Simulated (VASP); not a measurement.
The system is CdS.

```
CELL_PARAMETERS angstrom
0.00000 2.96289 2.96289
2.96289 0.00000 2.96289
2.96289 2.96289 0.00000
ATOMIC_POSITIONS crystal
Cd 0.00000 0.00000 0.00000
S 0.25000 0.25000 0.25000
```

* Program: VASP 6.6.1
* Task: relaxation of cell and atoms
* Functional: PBEsol
* Potentials or basis: VASP PAW PBE potentials, release 64 (Cd, S)
* Cutoff: 600 eV
* k mesh: 6 × 6 × 6
* Occupations: fermi-dirac, width 0.02 eV
* Spin: no spin polarisation

At the start: pressure -2.5 GPa; volume 26.01 Å³/atom.

**Question.** How do energy, volume and symmetry change on relaxing?

**Answer.** Over 3 steps the energy falls by 9.6 meV/atom and the volume is 24.84 Å³/atom (-4.5 %); space group F-43m (No. 216, to 0.05 Å).

Step by step:
| step | energy change (eV) | largest force (eV/Å) | pressure (GPa) | volume (Å³) |
| --- | --- | --- | --- | --- |
| 1 | 0.0000 | 0.0000 | -2.53 | 52.02 |
| 2 | -0.0173 | 0.0000 | 0.83 | 49.00 |
| 3 | -0.0192 | 0.0000 | -0.01 | 49.68 |

Final structure:
```xyz
2
Lattice="0.0000 2.9177 2.9177 2.9177 0.0000 2.9177 2.9177 2.9177 0.0000" Properties=species:S:1:pos:R:3 pbc="T T T"
Cd    0.0000    0.0000    0.0000
S     1.4588    1.4588    1.4588
```

Caveat: the PAW data sets were made with another functional, which shifts forces and pressure a little.
